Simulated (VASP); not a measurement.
Write the native input for VASP 6.6.1 that does the following.

```yaml
Task: electric field gradients
Functional: PBE
Potentials_or_basis: VASP PAW PBE potentials, release 64 (Si)
Cutoff: 520 eV
k_mesh: 16 × 16 × 16
Occupations: fermi-dirac, width 0.05 eV
Spin: no spin polarisation
Dipole_correction: no
Further_INCAR_settings: ALGO = Normal; EDIFF = 1e-08; NBANDS = 11
```

The structure of Si lies in POSCAR:

```
Si
1.0
   -2.2145650000      2.3587400000      1.2761750000
    2.2400650000     -2.3332400000      1.2738250000
    2.2619350000      2.3782600000     -1.2288050000
Si
2
Direct
    0.8070000000      0.5570000000      0.2500000000
    0.1930000000      0.4430000000      0.7500000000
```

This cell differs from its parent crystal: equal xy, yz and zx shear strains of +2 %.

These files were run (other wordings do the same):

INCAR

```
SYSTEM = Si
  ALGO = Normal
  EDIFF = 1E-8
  ENCUT = 520
  GGA = PE
  ISIF = 2
  ISMEAR = -1
  LASPH = .TRUE.
  LCHARG = .FALSE.
  LEFG = .TRUE.
  LREAL = .FALSE.
  LWAVE = .FALSE.
  NBANDS = 11
  NELM = 60
  PREC = Accurate
  SIGMA = 0.05
```

KPOINTS

```
k-points
0
G
  16 16 16
  0 0 0
```

Potentials or basis: VASP PAW PBE potentials, release 64 (Si).

Command:

```sh
$ cat potpaw_PBE.64/Si/POTCAR > POTCAR
$ mpirun -np 1 vasp_std > vasp.out
```

Results of the run:

```
Pressure                                : 15.7 GPa
Largest force                           : 0.068 eV/Å
Band gap on the k mesh                  : zero (bands 4 and 5 overlap by 7.50 eV)
Largest electric field gradient by atom : Si -26.5 V/Å²
```

Caveat: the cell differs from its parent crystal (equal xy, yz and zx shear strains of +2 %); the cell stands under pressure; without QUAD_EFG the Cq values of the log hold for a quadrupole moment of 1 mb, not for the nuclei.

Wall time 10 min on 1 thread of Intel(R) Xeon(R) Platinum 8259CL CPU @ 2.50GHz (Skylake/Cascade Lake) (shared host), peak memory 0.56 GiB.
